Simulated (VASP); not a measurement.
The system is Sn2GeO3.

```
Sn Ge O
1.0
     3.18293    0.00000    0.00000
     0.00000    3.18293    0.00000
     0.00000    0.00000    9.51604
Sn Ge O
2 1 3
Direct
  0.00000 0.00000 0.33426
  0.00000 0.00000 0.66574
  0.00000 0.00000 0.00000
  0.50000 0.50000 0.18374
  0.50000 0.50000 0.50000
  0.50000 0.50000 0.81625
```

```yaml
Program: VASP 6.6.1
Task: relaxation of cell and atoms
Functional: PBE
Potentials_or_basis: VASP PAW PBE potentials, release 64 (Sn_d, Ge_d, O)
Cutoff: 600 eV
k_mesh: 6 × 6 × 2
Occupations: gaussian, width 0.1 eV
Spin: no spin polarisation
```

At the start: pressure -8.0 GPa; volume 16.07 Å³/atom.

Q: How do energy, volume and symmetry change on relaxing?

A: Over 8 steps the energy falls by 90.9 meV/atom and the volume is 14.38 Å³/atom (-10.5 %); space group P4/mmm (No. 123, to 0.05 Å).

Step by step:
```tsv
step	energy change (eV)	largest force (eV/Å)	pressure (GPa)	volume (Å³)
1	0.0000	0.7449	-8.03	96.41
2	-0.3076	0.9752	1.98	85.61
3	-0.3094	0.9614	1.14	86.23
4	-0.4024	0.7664	1.14	85.86
5	-0.5289	0.0593	1.94	84.76
6	-0.5340	0.0344	-2.02	88.00
7	-0.5430	0.0127	-0.32	86.52
8	-0.5453	0.0167	0.04	86.26
```

Final structure:
```cif
data_structure
_symmetry_space_group_name_H-M 'P 1'
_symmetry_Int_Tables_number 1
_cell_length_a 3.0695
_cell_length_b 3.0695
_cell_length_c 9.1553
_cell_angle_alpha 90.000
_cell_angle_beta 90.000
_cell_angle_gamma 90.000
_cell_volume 86.26
loop_
_atom_site_label
_atom_site_type_symbol
_atom_site_fract_x
_atom_site_fract_y
_atom_site_fract_z
_atom_site_occupancy
Sn1 Sn 0.00000 0.00000 0.32696 1
Sn2 Sn 0.00000 0.00000 0.67304 1
Ge1 Ge 0.00000 0.00000 0.00000 1
O1 O 0.50000 0.50000 0.15650 1
O2 O 0.50000 0.50000 0.50000 1
O3 O 0.50000 0.50000 0.84350 1
```
